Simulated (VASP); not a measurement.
Set up this calculation in VASP 6.6.1, as the native input.

* Task: single point
* Functional: RPBE
* Potentials or basis: VASP PAW PBE potentials, release 64 (Yb)
* Cutoff: 520 eV
* k mesh: 11 × 11 × 6
* Occupations: fermi-dirac, width 0.1 eV
* Spin: no spin polarisation
* Dipole correction: no
* Further INCAR settings: ALGO = Normal; EDIFF = 1e-06; NBANDS = 31

The structure of Yb lies in POSCAR:

```
Yb
1.0
    3.6328374736      0.0000000000      0.0000000000
   -1.8164187368      3.1461295400      0.0000000000
    0.0000000000      0.0000000000      5.9799289262
Yb
2
Direct
    0.3333333333      0.6666666667      0.2500000000
    0.6666666667      0.3333333333      0.7500000000
```

This isn't the form of Yb at room conditions, which is fcc.

The input as run:

INCAR

```
SYSTEM = Yb
ALGO     = Normal         ! electronic algorithm
EDIFF    = 1E-6           ! SCF threshold, eV
ENCUT    = 520            ! plane-wave cutoff, eV
GGA      = RP             ! functional
ISIF     = 2              ! what is computed and relaxed
ISMEAR   = -1             ! smearing method
LASPH    = .TRUE.         ! aspherical terms in the spheres
LCHARG   = .TRUE.         ! write CHGCAR
LELF     = .TRUE.         ! ELF
LREAL    = .FALSE.        ! projectors in reciprocal space
LVHAR    = .TRUE.       
LWAVE    = .FALSE.        ! write WAVECAR
NBANDS   = 31             ! bands
NELM     = 100            ! most SCF steps
PREC     = Accurate       ! precision mode
SIGMA    = 0.1            ! smearing width, eV
```

KPOINTS

```
k-points
0
G
  11 11 6
  0 0 0
```

Potentials or basis: VASP PAW PBE potentials, release 64 (Yb).

Run with:

```sh
$ cat potpaw_PBE.64/Yb/POTCAR > POTCAR
$ mpirun -np 1 vasp_std > vasp.out
```

It gave:

The pressure is 1.7 GPa and the band gap on the k mesh is zero (bands 24 and 25 overlap by 0.21 eV).

Caveat: the PAW data sets were made with another functional, which shifts forces and pressure a little; spin-orbit coupling is left out, which moves the levels of the heavy elements.

Run time: 3.1 min on 1 thread of Intel(R) Xeon(R) 6975P-C (Granite Rapids) (shared host), peak memory 0.26 GiB.
